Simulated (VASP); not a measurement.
## Cu12O: single point with PBE

The system is Cu12O, a slab with vacuum.

```xyz
13
Lattice="5.1332 0.0000 0.0000 -2.5666 4.4455 0.0000 0.0000 0.0000 19.6236" Properties=species:S:1:pos:R:3 pbc="T T T"
Cu    1.2833    0.7409    4.0000
Cu    0.0000    2.9637    4.0000
Cu    3.8499    0.7409    4.0000
Cu    2.5666    2.9637    4.0000
Cu    0.0000    1.4818    6.0617
Cu   -1.2833    3.7046    6.0617
Cu    2.5666    1.4818    6.0617
Cu    1.2833    3.7046    6.0617
Cu    0.0000    0.0000    8.1236
Cu   -1.2833    2.2228    8.1236
Cu    2.5666    0.0000    8.1236
Cu    1.2833    2.2228    8.1236
O     1.2833    0.7409    9.2838
```

| Quantity | Value |
| --- | --- |
| Program | VASP 6.6.1 |
| Task | single point |
| Functional | PBE |
| Potentials or basis | VASP PAW PBE potentials, release 64 (Cu, O) |
| Cutoff | 520 eV |
| k mesh | 6 × 6 × 1 |
| Occupations | gaussian, width 0.1 eV |
| Spin | no spin polarisation |
| Dipole correction | yes |
| Further INCAR settings | ALGO = Normal; EDIFF = 1e-07; NBANDS = 81 |

```
Largest force          : 0.765 eV/Å
Band gap on the k mesh : zero (bands 69 and 70 overlap by 0.19 eV)
```

Forces on the atoms (eV/Å):
```
Cu   0.000  0.000  0.041
Cu  -0.023 -0.013 -0.110
Cu   0.000  0.026 -0.110
Cu   0.023 -0.013 -0.110
Cu  -0.069  0.040 -0.114
Cu   0.000 -0.079 -0.114
Cu   0.069  0.040 -0.114
Cu   0.000  0.000  0.285
Cu  -0.646 -0.373  0.168
Cu   0.000  0.000 -0.314
Cu   0.646 -0.373  0.168
Cu   0.000  0.746  0.168
O    0.000  0.000  0.156
```

Levels at points of the mesh, in eV from the Fermi level:
```tsv
k point	band 67	band 68	band 69	band 70	band 71	band 72
(0.00, 0.00, 0.00)	-1.15	0.15	0.15	0.22	0.56	1.19
(0.50, 0.00, 0.00)	-1.07	-0.50	-0.02	0.05	0.72	1.00
```

Run time: 11 min on 1 thread of Intel(R) Xeon(R) Platinum 8488C (Sapphire Rapids), with other jobs on the host, peak memory 0.63 GiB.

With open d or f shells a metallic result of PBE can be an artefact of self-interaction; +U or a hybrid may open a gap.
